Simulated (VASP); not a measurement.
Input of a VASP 6.6.1 run:

INCAR

```
PREC = Accurate
ENCUT = 520
EDIFF = 1E-7
ISMEAR = 0
SIGMA = 0.1
LREAL = False
LASPH = True
NELM = 60
ALGO = Fast
ISIF = 2
LWAVE = False
LCHARG = True
GGA = PE
LELF = True
LVHAR = True
NBANDS = 18
```

Contents of KPOINTS:

```
Automatic mesh
0
Gamma
  14 14 14
```

File POSCAR:

```
LaSc
1.0
    3.8674468179      0.0000000000      0.0000000000
    0.0000000000      3.8674468179      0.0000000000
    0.0000000000      0.0000000000      3.8674468179
La Sc
1 1
Direct
    0.0000000000      0.0000000000      0.0000000000
    0.5000000000      0.5000000000      0.5000000000
```

Potentials or basis: VASP PAW PBE potentials, release 64 (La, Sc_sv).

The run is started by

```console
$ cat potpaw_PBE.64/La/POTCAR potpaw_PBE.64/Sc_sv/POTCAR > POTCAR
$ mpirun -np 1 vasp_std > vasp.out
```

Predict the band gap on the k mesh.

zero (band 11 reaches 7.12 eV, above the bottom of band 12 at 6.32 eV).

What does it give for the pressure?

2.5 GPa.

Caveat: spin-orbit coupling is left out, which moves the levels of the heavy elements.
